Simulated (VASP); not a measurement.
# SrO (Fm-3m) in VASP: settings compared, part 2 of 2

VASP 6.6.1.

### 3 Single point, PBE

This run uses another cell than the first one, of 16.97 Å³/atom.

The input, INCAR:

```
PREC = Accurate
ENCUT = 600
EDIFF = 1E-6
ISMEAR = -5
SIGMA = 0.1
LREAL = F
LASPH = T
NELM = 120
ALGO = Normal
ISIF = 2
LWAVE = F
LCHARG = F
GGA = PE
NBANDS = 15
GGA_COMPAT = F
```

The input, KPOINTS:

```
regular mesh
0
Gamma
  8 8 8
```

The input, POSCAR:

```
SrO
1.0
    0.0000000000      2.5697984671      2.5697984671
    2.5697984671      0.0000000000      2.5697984671
    2.5697984671      2.5697984671      0.0000000000
Sr O
1 1
Direct
    0.5000000000      0.5000000000      0.5000000000
    0.0000000000      0.0000000000      0.0000000000
```

Potentials or basis: VASP PAW PBE potentials, release 64 (Sr_sv, O).

The run is started by

```
cat potpaw_PBE.64/Sr_sv/POTCAR potpaw_PBE.64/O/POTCAR > POTCAR
mpirun -np 1 vasp_std > vasp.out
```

OUTCAR:

```text
PREC = Accurate
   ENCUT = 600
   EDIFF = 1E-6
   ISMEAR = -5
   LREAL = F
   LASPH = T
   NELM = 120
   ISIF = 2
   GGA = PE

 ion  position               nearest neighbor table
   1  0.500  0.500  0.500-   2 2.57   2 2.57   2 2.57   2 2.57   2 2.57   2 2.57
   2  0.000  0.000  0.000-   1 2.57   1 2.57   1 2.57   1 2.57   1 2.57   1 2.57

  LATTYP: Found a face centered cubic cell.
 ALAT       =     5.1395969342

  Lattice vectors:

 A1 = (   0.0000000000,   2.5697984671,   2.5697984671)
 A2 = (   2.5697984671,   0.0000000000,   2.5697984671)
 A3 = (   2.5697984671,   2.5697984671,   0.0000000000)

Analysis of symmetry for initial positions (statically):
=====================================================================
 Subroutine PRICEL returns:
 Original cell was already a primitive cell.

 Routine SETGRP: Setting up the symmetry group for a
 face centered cubic supercell.

 Subroutine GETGRP returns: Found 48 space group operations
 (whereof 48 operations were pure point group operations)
 out of a pool of 48 trial point group operations.

The static configuration has the point symmetry O_h .

Analysis of symmetry for dynamics (positions and initial velocities):
=====================================================================
 Subroutine PRICEL returns:
 Original cell was already a primitive cell.

 Routine SETGRP: Setting up the symmetry group for a
 face centered cubic supercell.

 Subroutine GETGRP returns: Found 48 space group operations
 (whereof 48 operations were pure point group operations)
 out of a pool of 48 trial point group operations.

The dynamic configuration has the point symmetry O_h .

 Subroutine INISYM returns: Found 48 space group operations
 (whereof 48 operations are pure point group operations),
 and found     1 'primitive' translations

----------------------------------------------------------------------------------------

                                     Primitive cell

  volume of cell :      33.9412

[... 121 lines left out ...]
 non-spin polarized calculation
 Fermi weights with tetrahedron method with Bloechl corrections
  energy-cutoff  :      600.00
  volume of cell :       33.94
 maximum number of plane-waves:      1158
 NGX is ok and might be reduce to    30
   NGX = 15   NGY = 15   NGZ = 15

 number of electron      15.9999997 magnetization

 Free energy of the ion-electron system (eV)
  ---------------------------------------------------
  ext. energy  EPLUGINS =         0.00000000
  ---------------------------------------------------
  free energy    TOTEN  =       -12.04201161 eV

  energy without entropy =      -12.04201161  energy(sigma->0) =      -12.04201161

 E-fermi :   1.7503     XC(G=0): -10.0328

 val. band max:        1.6686753313   @ k =   0.0000   0.0000   0.0000
 cond. band min:       4.9338596502   @ k =   0.5000   0.5000   0.0000
 fundamental gap:      3.2651843189
 Fermi energy:         1.7502639483

 k-point     1 :       0.0000    0.0000    0.0000
  band No.  band energies     occupation
      1     -30.7145      2.00000
      2     -13.4233      2.00000
      3     -12.3509      2.00000
      4     -12.3509      2.00000
      5     -12.3509      2.00000
      6       1.6687      2.00000
      7       1.6687      2.00000
      8       1.6687      2.00000
      9       5.6628      0.00000
     10       7.8835      0.00000
     11       7.8835      0.00000
     12       7.8835      0.00000
     13      10.0539      0.00000
     14      10.0539      0.00000
[... 401 lines left out ...]
      2     -14.6268      2.00000
      3     -12.7399      2.00000
      4     -12.5805      2.00000
      5     -11.5185      2.00000
      6       0.0933      2.00000
      7       0.8032      2.00000
      8       0.8817      2.00000
      9       8.0422      0.00000
     10       8.4082      0.00000
     11      10.9847      0.00000
     12      11.1702      0.00000
     13      13.2700      0.00000
     14      14.6073      0.00000
     15      15.0400      0.00000

 [... further k-points ...]

------------------------ aborting loop because EDIFF is reached ----------------------------------------

  FORCE on cell =-STRESS in cart. coord.  units (eV):
  Direction    XX          YY          ZZ          XY          YZ          ZX
  --------------------------------------------------------------------------------------
  -------------------------------------------------------------------------------------
  Total        0.7247619      0.7247619      0.7247619      0.0000000      0.0000000     -0.0000000
  in kB       34.2120208     34.2120208     34.2120208      0.0000000      0.0000000     -0.0000000
  external PRESSURE =      34.2120208 kB  Pullay stress =       0.0000000 kB

 VOLUME and BASIS-vectors are now :
 -----------------------------------------------------------------------------
  energy-cutoff  :      600.00
  volume of cell :       33.94
      direct lattice vectors                 reciprocal lattice vectors
     0.000000000  2.569798467  2.569798467    -0.194567787  0.194567787  0.194567787
     2.569798467  0.000000000  2.569798467     0.194567787 -0.194567787  0.194567787
     2.569798467  2.569798467  0.000000000     0.194567787  0.194567787 -0.194567787

 POSITION                                       TOTAL-FORCE (eV/Angst)
 -----------------------------------------------------------------------------------
      2.56980      2.56980      2.56980         0.000000      0.000000     -0.000000
      0.00000      0.00000      0.00000         0.000000      0.000000      0.000000
 -----------------------------------------------------------------------------------
    total drift:                               -0.000000      0.000000      0.000000

  FREE ENERGIE OF THE ION-ELECTRON SYSTEM (eV)
  ---------------------------------------------------
  free  energy   TOTEN  =       -12.0420116059 eV

  energy  without entropy=      -12.0420116059  energy(sigma->0) =      -12.04201161
```

OSZICAR:

```text
N       E                     dE             d eps       ncg     rms          rms(c)
DAV:   1     0.693061840414E+02    0.69306E+02   -0.86072E+03   870   0.113E+03
DAV:   2    -0.107502777945E+02   -0.80056E+02   -0.73271E+02  1246   0.232E+02
DAV:   3    -0.141987384553E+02   -0.34485E+01   -0.34306E+01  1321   0.406E+01
DAV:   4    -0.142436795304E+02   -0.44941E-01   -0.44935E-01  1007   0.398E+00
DAV:   5    -0.142441628767E+02   -0.48335E-03   -0.48335E-03  1135   0.321E-01    0.165E+01
DAV:   6    -0.121902247095E+02    0.20539E+01   -0.66498E+00   898   0.195E+01    0.194E+01
DAV:   7    -0.120512574280E+02    0.13897E+00   -0.29350E-01  1017   0.485E+00    0.113E+01
DAV:   8    -0.120399921338E+02    0.11265E-01   -0.11903E-01  1101   0.345E+00    0.447E-01
DAV:   9    -0.120413920386E+02   -0.13999E-02   -0.57522E-03  1120   0.485E-01    0.234E-01
DAV:  10    -0.120418512978E+02   -0.45926E-03   -0.45076E-04   975   0.200E-01    0.848E-02
DAV:  11    -0.120419932519E+02   -0.14195E-03   -0.13927E-04   926   0.884E-02    0.271E-02
DAV:  12    -0.120420114909E+02   -0.18239E-04   -0.28021E-05   947   0.393E-02    0.221E-02
DAV:  13    -0.120420116059E+02   -0.11499E-06   -0.14472E-06   913   0.106E-02
   1 F= -.12042012E+02 E0= -.12042012E+02  d E =0.000000E+00
```

It took 44 s on 1 thread of AMD EPYC 7R13, shared host; peak memory 0.15 GiB.

What came out:

* Free energy: -12.0420 eV
* Pressure: 3.4 GPa
* Band gap on the k mesh: 3.27 eV (least direct gap 3.35 eV)

Caveat: the cell stands under pressure. A k mesh can miss the band edges.
